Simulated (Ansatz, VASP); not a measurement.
**One calculation of V, two programs**

```
V
1.0
    -1.51435    1.51435    1.51435
     1.51435   -1.51435    1.51435
     1.51435    1.51435   -1.51435
V
1
Cartesian
  0.0000 0.0000 0.0000
```

Alike in both runs: task relaxation of cell and atoms; functional PBEsol; dispersion D3(BJ); k mesh 12 × 12 × 12; occupations fermi-dirac, width 0.05 eV; collinear spin.

|  | VASP | Ansatz |
| --- | --- | --- |
| version | VASP 6.6.1 | Ansatz 0.2.0 |
| potentials or method | VASP PAW PBE potentials, release 64 (V_sv), cutoff 600 eV | all-electron LAPW, scalar-relativistic |

Ansatz gave:

| Quantity | Value |
| --- | --- |
| net moment per atom (μB) | 0.00 |
| relaxed volume (Å³/atom) | 12.36 |
| relaxed length of the cell vector where the two differ most in proportion (Å) | 2.523 |

Question: Estimate VASP's values.

Answer: net moment per atom (μB): 0.00; relaxed volume (Å³/atom): 12.37; relaxed length of the cell vector where the two differ most in proportion (Å): 2.524.

VASP's potentials were made for PBE, not for PBEsol. Ansatz ran all-electron here, and VASP with PAW potentials.
